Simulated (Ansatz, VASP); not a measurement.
# One calculation of Cl, two programs

File INCAR:

```
SYSTEM = Cl
ALGO = Normal ; EDIFF = 1E-6
ENCUT = 520 ; GGA = PE
ISIF = 2 ; ISMEAR = 0
LASPH = .True. ; LCHARG = .False.
LREAL = .False. ; LWAVE = .False.
NBANDS = 18 ; NELM = 80
PREC = Accurate ; SIGMA = 0.1
```

Contents of KPOINTS:

```
k-points
0
Gamma
  10 10 10
  0 0 0
```

POSCAR

```
Cl
1.0
    4.0813483565      0.0000000000      0.0000000000
    0.0000000000      4.0813483565      0.0000000000
    0.0000000000      0.0000000000      4.0813483565
Cl
3
Direct
    0.5000000000      0.0000000000      0.0000000000
    0.0000000000      0.5000000000      0.0000000000
    0.0000000000      0.0000000000      0.5000000000
```

Input for Ansatz:

```yaml
crystal:
  lattice:
    - [4.0813483565, 0.0, 0.0]
    - [0.0, 4.0813483565, 0.0]
    - [0.0, 0.0, 4.0813483565]
  atoms:
    - { symbol: Cl, position: [0.5, 0.0, 0.0] }
    - { symbol: Cl, position: [0.0, 0.5, 0.0] }
    - { symbol: Cl, position: [0.0, 0.0, 0.5] }
basis:
  ecutwfc: 420
kpoints:
  mp_grid: { grid: [10, 10, 10] }
hamiltonian:
  xc: pbe
scf:
  occupations: { method: gaussian, width: 0.1 }
output:
  forces: true
  stress: true
  eigenvalues: true
  write_density: true
  write_potential: true
  elf: true
  volumetric_format: npy
```

Alike in both runs: task single point; functional PBE; k mesh 10 × 10 × 10; occupations gaussian, width 0.1 eV; no spin polarisation.

```csv
,VASP,Ansatz
version,VASP 6.6.1,Ansatz 0.2.0
potentials or method,"VASP PAW PBE potentials, release 64 (Cl), cutoff 520 eV","scalar-relativistic, plane waves, PAW"
valence electrons in the cell,21,21
```

VASP gave:

- gap on the k mesh at the Fermi level (eV): none
- pressure (GPa): 3.3

Which values does Ansatz return?

gap on the k mesh at the Fermi level (eV): none; pressure (GPa): 3.4.

A gap of «none» marks a metal or a gap that the smearing closes.
